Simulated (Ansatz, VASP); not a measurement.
## Two plane-wave programs on AlN

```
Al N
1.0
     3.31212    0.00000    0.00000
    -1.65606    2.86838    0.00000
     0.00000    0.00000    4.25038
Al N
2 2
Cartesian
  0.0000 1.9123 3.1878
  1.6561 0.9561 1.0626
  0.0000 1.9123 1.0626
  1.6561 0.9561 3.1878
```

Change from the starting cell: strain +0.000 along x and y, +0.015 along z, atoms carried along.

Alike in both runs: task single point; functional LDA; k mesh 9 × 9 × 6; occupations gaussian, width 0.05 eV; no spin polarisation.

|  | VASP | Ansatz |
| --- | --- | --- |
| version | VASP 6.6.1 | Ansatz 0.2.0 |
| potentials or method | VASP PAW LDA potentials, release 64 (Al, N), cutoff 600 eV | scalar-relativistic, plane waves, PAW |
| valence electrons in the cell | 16 | 16 |

|  | VASP | Ansatz | Ansatz less VASP |
| --- | --- | --- | --- |
| gap on the k mesh at the Fermi level (eV) | 3.13 | 3.12 | -0.010 |
| least direct gap on the mesh (eV) | 3.13 | 3.12 | -0.010 |
| pressure (GPa) | -10.6 | -11.0 | -0.35 |
| traceless stress, the component that is largest in VASP (GPa) | -1.37 | -1.14 | +0.231 |

LDA's correlation is that of Perdew and Zunger in VASP and of Perdew and Wang (1992) in Ansatz.
